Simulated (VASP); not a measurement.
Set up this calculation in VASP 6.6.1, as the native input.

```
Task                   : single point
Functional             : PBEsol
Potentials or basis    : VASP PAW PBE potentials, release 64 (W_sv, S)
Cutoff                 : 520 eV
k mesh                 : 12 × 12 × 2
Occupations            : gaussian, width 0.02 eV
Spin                   : no spin polarisation
Dipole correction      : no
Further INCAR settings : ALGO = Normal; EDIFF = 1e-07; NBANDS = 20
```

The structure of WS2 lies in POSCAR:

```
WS2
1.0
    3.1469096389      0.0000000000      0.0000000000
   -1.5734548195      2.7253036907      0.0000000000
    0.0000000000      0.0000000000     17.4494473167
W S
1 2
Direct
    0.3333333333      0.6666666667      0.0000000000
    0.6666666667      0.3333333333      0.9102136803
    0.6666666667      0.3333333333      0.0897863197
```

This cell differs from its parent crystal: volume scaled by 1.03, then relaxed in part.

These files were run (other wordings do the same):

INCAR

```
SYSTEM = WS2
PREC = Accurate
ENCUT = 520
EDIFF = 1E-7
ISMEAR = 0
SIGMA = 0.02
LREAL = .False.
LASPH = .True.
NELM = 100
ALGO = Normal
ISIF = 2
LWAVE = .False.
LCHARG = .True.
GGA = PS
LELF = .True.
LVHAR = .True.
NBANDS = 20
```

KPOINTS

```
regular mesh
0
Gamma
  12 12 2
  0 0 0
```

Potentials or basis: VASP PAW PBE potentials, release 64 (W_sv, S).

Launch:

```console
$ cat potpaw_PBE.64/W_sv/POTCAR potpaw_PBE.64/S/POTCAR > POTCAR
$ mpirun -np 1 vasp_std > vasp.out
```

Results of the run:

```yaml
Largest_force: 0.016 eV/Å
Band_gap_on_the_k_mesh: 1.94 eV, direct
```

Caveat: the PAW data sets were made with another functional, which shifts forces and pressure a little; spin-orbit coupling is left out, which moves the levels of the heavy elements.

Run time: 2.4 min on 1 thread of AMD EPYC 9R45 (Zen 5), with other jobs on the host, peak memory 0.27 GiB.
